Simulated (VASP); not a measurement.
# H19C2NO8 in VASP: a series of runs, part 2 of 2

VASP 6.6.1. Earlier steps stand in the parts before.

### 3 Single point, PBE+D3(BJ)

This run uses another cell than the first one, of 10.90 Å³/atom.

Input file INCAR:

```
SYSTEM = H19C2NO8
PREC = Accurate
ENCUT = 520
EDIFF = 1E-6
ISMEAR = -1
SIGMA = 0.02
LREAL = Auto
LASPH = .True.
NELM = 100
ALGO = Normal
ISIF = 2
LWAVE = .False.
LCHARG = .False.
GGA = PE
IVDW = 12
NBANDS = 61
```

Input file KPOINTS:

```
regular mesh
0
Gamma
  1 1 1
  0 0 0
```

Input file POSCAR:

```
H19C2NO8
1.0
    6.8894190000      0.0000000000      0.0000000000
    0.0000000000      6.8894190000      0.0000000000
    0.0000000000      0.0000000000      6.8894190000
O H C N
8 19 2 1
Direct
    1.0040597928      0.8897156533      0.5009531715
    0.1558436223      0.3372250301      0.1127223066
    0.3708121032      0.4318175617      0.4443997917
    0.4774839923      0.8905304490      0.3174260715
    0.7366806769      0.2644260730      0.3470872515
    0.9453278575      0.8067200671      1.1011703338
    0.7851589312      0.4870736853      0.8807798309
    0.0382097004      0.2678895797      0.6319959000
    0.9895770150      0.8611104624      0.3602508594
    1.1169790865      0.8156669978      0.5412948806
    0.1675526194      0.4185374824     -0.0025500743
    0.1724179851      0.2045767796      0.0657879300
    0.3028432481      0.4076551638      0.3204220969
    0.4964878281      0.3657446345      0.4244039728
    0.6037070232      0.9547101524      0.3178962598
    0.5028188959      0.7539167444      0.3425870066
    0.8466658530      0.2789025234      0.4383069358
    0.7871536688      0.3158116629      0.2253516585
    1.0672277263      0.8128831236      1.0265974592
    0.8818364688      0.6908355540      1.0457670872
    0.8758413028      0.4145975086      0.7958019473
    0.6945884464      0.5487672778      0.7913901339
    0.1599079022      0.3203382882      0.5762750509
    0.0410033114      0.1276073624      0.5981007033
    0.6502468673     -0.0009498833      0.6493653603
    0.5582900543      0.1820327041      0.8081566287
    0.7090191118     -0.0073391903      0.9023391813
    0.5951152506      0.0274885111      0.7960799951
    0.4251819315     -0.0900424202      0.8317600645
    0.2904808271     -0.1873648386      0.8602595047
```

Potentials or basis: VASP PAW PBE potentials, release 64 (O, H, C, N).

Run with:

```bash
> cat potpaw_PBE.64/O/POTCAR potpaw_PBE.64/H/POTCAR potpaw_PBE.64/C/POTCAR potpaw_PBE.64/N/POTCAR > POTCAR
> mpirun -np 1 vasp_gam > vasp.out
```

OUTCAR:

```text
SYSTEM = H19C2NO8
   PREC = Accurate
   ENCUT = 520
   EDIFF = 1E-6
   ISMEAR = -1
   LREAL = Auto
   LASPH = .True.
   NELM = 100
   ISIF = 2
   GGA = PE
   IVDW = 12
 IVDW          = 12

 ion  position               nearest neighbor table
   1  0.004  0.890  0.501-  10 0.97   9 0.99
   2  0.156  0.337  0.113-  11 0.98  12 0.98
   3  0.371  0.432  0.444-  14 0.99  13 0.99
   4  0.477  0.891  0.317-  16 0.97  15 0.98
   5  0.737  0.264  0.347-  18 0.97  17 0.99
   6  0.945  0.807  0.101-  19 0.99  20 0.99
   7  0.785  0.487  0.881-  22 0.97  21 0.99
   8  0.038  0.268  0.632-  23 0.99  24 0.99
   9  0.990  0.861  0.360-   1 0.99
  10  0.117  0.816  0.541-   1 0.97
  11  0.168  0.419  0.997-   2 0.98
  12  0.172  0.205  0.066-   2 0.98
  13  0.303  0.408  0.320-   3 0.99
  14  0.496  0.366  0.424-   3 0.99
[... 11 lines left out ...]
  26  0.558  0.182  0.808-  28 1.10
  27  0.709  0.993  0.902-  28 1.10
  28  0.595  0.027  0.796-  25 1.10  26 1.10  27 1.10  29 1.44
  29  0.425  0.910  0.832-  30 1.16  28 1.44
  30  0.290  0.813  0.860-  29 1.16

  LATTYP: Found a simple cubic cell.
 ALAT       =     6.8894190000

  Lattice vectors:

 A1 = (   6.8894190000,   0.0000000000,   0.0000000000)
 A2 = (   0.0000000000,   6.8894190000,   0.0000000000)
 A3 = (   0.0000000000,   0.0000000000,   6.8894190000)

Analysis of symmetry for initial positions (statically):
=====================================================================
 Subroutine PRICEL returns:
 Original cell was already a primitive cell.

 Routine SETGRP: Setting up the symmetry group for a
 simple cubic supercell.

 Subroutine GETGRP returns: Found  1 space group operations
 (whereof  1 operations were pure point group operations)
 out of a pool of 48 trial point group operations.

The static configuration has the point symmetry C_1 .

Analysis of symmetry for dynamics (positions and initial velocities):
=====================================================================
 Subroutine PRICEL returns:
[... 166 lines left out ...]
   GGA     = PE    functional components
   LHFCALC =     F    Hartree Fock is set to
   AEXX    =    0.0000 exact exchange contribution
   IVDW    =    12    specifies the selected vdW correction
   LEPSILON=     F    determine dielectric tensor
   LRPA    =     F    only Hartree local field effects (RPA)
 non-spin polarized calculation
  energy-cutoff  :      520.00
  volume of cell :      327.00
 maximum number of plane-waves:      4415
 NGX is ok and might be reduce to    50
   NGX = 25   NGY = 25   NGZ = 25

 number of electron      80.0000007 magnetization

 Free energy of the ion-electron system (eV)
  ---------------------------------------------------
  ext. energy  EPLUGINS =         0.00000000
  ---------------------------------------------------
  free energy    TOTEN  =      -153.92512812 eV

  energy without entropy =     -153.92512812  energy(sigma->0) =     -153.92512812

 E-fermi :  -3.0915     XC(G=0):  -6.7179

 val. band max:       -3.5816415685   @ k =   0.0000   0.0000   0.0000
 cond. band min:       1.0458097144   @ k =   0.0000   0.0000   0.0000
 fundamental gap:      4.6274512829
 Fermi energy:        -3.0914761782

 k-point     1 :       0.0000    0.0000    0.0000
  band No.  band energies     occupation
      1     -22.7072      2.00000
      2     -22.3882      2.00000
      3     -22.1886      2.00000
      4     -21.9146      2.00000
      5     -21.7984      2.00000
      6     -21.6009      2.00000
[... 44 lines left out ...]
     51       5.7471      0.00000
     52       6.2204      0.00000
 [bands above 52 left out]

------------------------ aborting loop because EDIFF is reached ----------------------------------------

 Edisp (eV)   -1.05774

 E8    (eV) :    -0.2231

  FORCE on cell =-STRESS in cart. coord.  units (eV):
  Direction    XX          YY          ZZ          XY          YZ          ZX
  --------------------------------------------------------------------------------------
  -------------------------------------------------------------------------------------
  Total      -1.86953    -2.02883    -1.77493    -0.03694    -0.79877     0.37967
  in kB      -9.15999    -9.94050    -8.69649    -0.18100    -3.91367     1.86024
  external pressure =       -9.27 kB  Pullay stress =        0.00 kB

 VOLUME and BASIS-vectors are now :
 -----------------------------------------------------------------------------
  energy-cutoff  :      520.00
  volume of cell :      327.00
      direct lattice vectors                 reciprocal lattice vectors
     6.889419000  0.000000000  0.000000000     0.145150121  0.000000000  0.000000000
     0.000000000  6.889419000  0.000000000     0.000000000  0.145150121  0.000000000
     0.000000000  0.000000000  6.889419000     0.000000000  0.000000000  0.145150121

 POSITION                                       TOTAL-FORCE (eV/Angst)
 -----------------------------------------------------------------------------------
      0.02797      6.12962      3.45128        -0.062780      0.039445     -0.179847
      1.07367      2.32328      0.77659         0.065273     -0.072579     -0.133739
      2.55468      2.97497      3.06166        -0.085168      0.033527     -0.014959
      3.28959      6.13524      2.18688         0.035328      0.017109      0.013520
      5.07530      1.82174      2.39123        -0.009576      0.029953      0.055641
      6.51276      5.55783      0.69700        -0.007182     -0.086354      0.023430
[... 22 lines left out ...]
      2.92926      6.26908      5.73034         0.376489      0.180516     -0.060417
      2.00124      5.59858      5.92669        -0.362341     -0.216162      0.076681
 -----------------------------------------------------------------------------------
    total drift:                               -0.001625     -0.008642     -0.005993

  FREE ENERGIE OF THE ION-ELECTRON SYSTEM (eV)
  ---------------------------------------------------
  free  energy   TOTEN  =      -154.9828674782 eV

  energy  without entropy=     -154.9828674782  energy(sigma->0) =     -154.98286748
```

OSZICAR:

```text
N       E                     dE             d eps       ncg     rms          rms(c)
DAV:   1     0.612120491353E+03    0.61212E+03   -0.43580E+04   130   0.121E+03
DAV:   2    -0.101660749692E+03   -0.71378E+03   -0.65708E+03   151   0.285E+02
DAV:   3    -0.168778546539E+03   -0.67118E+02   -0.66603E+02   156   0.943E+01
DAV:   4    -0.169898633017E+03   -0.11201E+01   -0.11174E+01   148   0.137E+01
DAV:   5    -0.169915678641E+03   -0.17046E-01   -0.17023E-01   156   0.163E+00    0.239E+01
DAV:   6    -0.154808370133E+03    0.15107E+02   -0.46591E+01   140   0.258E+01    0.994E+00
DAV:   7    -0.154170294347E+03    0.63808E+00   -0.21496E+00   140   0.559E+00    0.608E+00
DAV:   8    -0.153926570631E+03    0.24372E+00   -0.58253E-01   148   0.355E+00    0.135E+00
DAV:   9    -0.153921437534E+03    0.51331E-02   -0.63291E-02   148   0.121E+00    0.464E-01
DAV:  10    -0.153923716656E+03   -0.22791E-02   -0.21963E-02   148   0.656E-01    0.253E-01
DAV:  11    -0.153924823434E+03   -0.11068E-02   -0.41242E-03   132   0.316E-01    0.114E-01
DAV:  12    -0.153925112947E+03   -0.28951E-03   -0.67652E-04   140   0.146E-01    0.425E-02
DAV:  13    -0.153925132184E+03   -0.19238E-04   -0.19037E-04   140   0.857E-02    0.174E-02
DAV:  14    -0.153925130431E+03    0.17534E-05   -0.47992E-05   148   0.352E-02    0.115E-02
DAV:  15    -0.153925128478E+03    0.19526E-05   -0.13920E-05   140   0.208E-02    0.509E-03
DAV:  16    -0.153925128115E+03    0.36319E-06   -0.24260E-06   148   0.101E-02
   1 F= -.15498287E+03 E0= -.15498287E+03  d E =-.231704E-10
```

Run time: 42 s. Hardware: 1 thread of Intel Xeon Platinum 8488C (Sapphire Rapids), shared host; peak memory 0.36 GiB.

What came out:

- Free energy: -154.9829 eV
- Pressure: -0.9 GPa
- Largest force: 0.429 eV/Å
- Dispersion energy per atom: -0.035 eV

Forces in eV/Å, atoms in the order of the input:
```
O   -0.063  0.039 -0.180
O    0.065 -0.073 -0.134
O   -0.085  0.034 -0.015
O    0.035  0.017  0.014
O   -0.010  0.030  0.056
O   -0.007 -0.086  0.023
O    0.026 -0.024 -0.089
O   -0.012  0.010  0.032
H   -0.024  0.046  0.093
H    0.106 -0.060  0.075
H   -0.005 -0.028  0.059
H   -0.016  0.103  0.071
H   -0.064  0.022 -0.051
H    0.108 -0.027  0.013
H    0.004  0.082 -0.050
H   -0.049 -0.089  0.011
H    0.018 -0.026  0.065
H   -0.028  0.008 -0.116
H   -0.008  0.012  0.013
H    0.000  0.049  0.035
H   -0.009 -0.015  0.025
H    0.038 -0.011  0.059
H    0.124  0.157 -0.013
H   -0.123 -0.148 -0.049
H   -0.019  0.008  0.014
H    0.001  0.010  0.024
H    0.013 -0.012  0.033
C   -0.030  0.008 -0.033
C    0.376  0.181 -0.060
N   -0.362 -0.216  0.077
```

Stress tensor (GPa, compression positive):
```
-0.92 -0.02  0.19
-0.02 -0.99 -0.39
 0.19 -0.39 -0.87
```

Caveat: the k points lie up to 0.91 Å⁻¹ apart, too coarse for converged energies, forces and pressures.
